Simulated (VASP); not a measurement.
Set up this calculation in VASP 6.6.1, as the native input.

- Task: single point
- Functional: PBE
- Potentials or basis: VASP PAW PBE potentials, release 64 (N, Ga_d, P)
- Cutoff: 520 eV
- k mesh: 6 × 6 × 4
- Occupations: methfessel-paxton, width 0.2 eV
- Spin: no spin polarisation
- Dipole correction: no
- Further INCAR settings: ALGO = Normal; EDIFF = 1e-07; NBANDS = 26

The structure of Ga2PN lies in POSCAR:

```
Ga2PN
1.0
    3.3520943031      0.0000000000      0.0000000000
    0.0000000000      3.3520943031      0.0000000000
    0.0000000000      0.0000000000      4.7326784216
N Ga P
1 2 1
Direct
    0.0000000000      0.0000000000      0.0000000000
    0.0000000000      0.0000000000      0.5000000000
    0.5000000000      0.5000000000      0.0000000000
    0.5000000000      0.5000000000      0.5000000000
```

The input as run:

INCAR

```
SYSTEM = Ga2PN
PREC = Accurate ; ENCUT = 520
EDIFF = 1E-7 ; ISMEAR = 1
SIGMA = 0.2 ; LREAL = .FALSE.
LASPH = .TRUE. ; NELM = 80
ALGO = Normal ; ISIF = 2
LWAVE = .FALSE. ; LCHARG = .FALSE.
GGA = PE ; NBANDS = 26
```

KPOINTS

```
Automatic mesh
0
G
  6 6 4
  0 0 0
```

Potentials or basis: VASP PAW PBE potentials, release 64 (N, Ga_d, P).

The run is started by

```bash
$ cat potpaw_PBE.64/N/POTCAR potpaw_PBE.64/Ga_d/POTCAR potpaw_PBE.64/P/POTCAR > POTCAR
$ mpirun -np 1 vasp_std > vasp.out
```

It gave:

```
Pressure               : 4.5 GPa
Band gap on the k mesh : zero (bands 18 and 19 overlap by 2.90 eV)
```

Caveat: the cell stands under pressure.

Run time: 25 s on 1 thread of Intel(R) Xeon(R) Platinum 8488C (Sapphire Rapids) (shared host), peak memory 0.19 GiB.
